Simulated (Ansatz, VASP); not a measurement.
# GaBTe3: VASP beside Ansatz

```
Ga B Te
1.0
     4.60443    0.00000    0.00000
     0.00000    4.60443    0.00000
     0.00000    0.00000    8.61837
Ga B Te
1 1 3
Direct
  0.00000 0.00000 0.86937
  0.00000 0.00000 0.26327
  0.00000 0.50000 0.13616
  0.50000 0.00000 0.13616
  0.00000 0.00000 0.51216
```

Alike in both runs: task relaxation of cell and atoms; functional PBE; k mesh 8 × 8 × 6; occupations gaussian, width 0.1 eV; no spin polarisation.

|  | VASP | Ansatz |
| --- | --- | --- |
| version | VASP 6.6.1 | Ansatz 0.2.0 |
| potentials or method | VASP PAW PBE potentials, release 64 (Ga_d, B, Te), cutoff 600 eV | scalar-relativistic, plane waves, PAW |
| valence electrons in the cell | 34 | 64 |

VASP gave:

| Property | Result |
| --- | --- |
| gap on the k mesh at the Fermi level, each at its own relaxed structure (eV) | none |
| relaxed volume (Å³/atom) | 35.80 |
| relaxed length of the cell vector where the two differ most in proportion (Å) | 8.528 |

Task: Which values does Ansatz return?

Result: gap on the k mesh at the Fermi level, each at its own relaxed structure (eV): none; relaxed volume (Å³/atom): 35.83; relaxed length of the cell vector where the two differ most in proportion (Å): 8.539.

A gap of «none» marks a metal or a gap that the smearing closes. VASP's potentials hold 34 valence electrons a cell and Ansatz's 64, so a difference there can come from the potentials and not from the codes.

Neither program's run includes spin-orbit coupling.
